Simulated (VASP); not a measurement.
Set up this calculation in VASP 6.6.1, as the native input.

```
Task                   : single point
Functional             : PBE
Potentials or basis    : VASP PAW PBE potentials, release 64 (Li_sv, Ta_pv, O)
Cutoff                 : 520 eV
k mesh                 : 3 × 3 × 4
Occupations            : gaussian, width 0.1 eV
Spin                   : no spin polarisation
Dipole correction      : no
Further INCAR settings : ALGO = Normal; EDIFF = 1e-06; NBANDS = 38
```

The structure of LiTa2O5 lies in POSCAR:

```
LiTa2O5
1.0
    7.6630790600      0.0000000000      0.0000000000
   -3.8315395300      6.6364211400      0.0000000000
    0.0000000000      0.0000000000      4.4279018100
Li Ta O
1 2 5
Direct
    0.0000000000      0.0000000000      0.0000000000
    0.3333333300      0.6666666700      0.5000000000
    0.6666666700      0.3333333300      0.5000000000
    0.3333333300      0.6666666700      0.0000000000
    0.0000000000      0.4543264500      0.5000000000
    0.5456735500      0.5456735500      0.5000000000
    0.4543264500      0.0000000000      0.5000000000
    0.6666666700      0.3333333300      0.0000000000
```

These files were run (other wordings do the same):

INCAR

```
SYSTEM = LiTa2O5
PREC = Accurate ; ENCUT = 520
EDIFF = 1E-6 ; ISMEAR = 0
SIGMA = 0.1 ; LREAL = .FALSE.
LASPH = .TRUE. ; NELM = 100
ALGO = Normal ; ISIF = 2
LWAVE = .FALSE. ; LCHARG = .FALSE.
GGA = PE ; NBANDS = 38
```

KPOINTS

```
regular mesh
0
G
  3 3 4
  0 0 0
```

Potentials or basis: VASP PAW PBE potentials, release 64 (Li_sv, Ta_pv, O).

Launch:

```sh
$ cat potpaw_PBE.64/Li_sv/POTCAR potpaw_PBE.64/Ta_pv/POTCAR potpaw_PBE.64/O/POTCAR > POTCAR
$ mpirun -np 1 vasp_std > vasp.out
```

Results of the run:

```
Largest force : 1.042 eV/Å
```

Caveat: an odd number of electrons without spin polarisation forces a metal; a magnetic or distorted state may lie lower.

It took 86 s on 1 thread of Intel(R) Xeon(R) Platinum 8488C (Sapphire Rapids), on a shared host, peak memory 0.37 GiB.
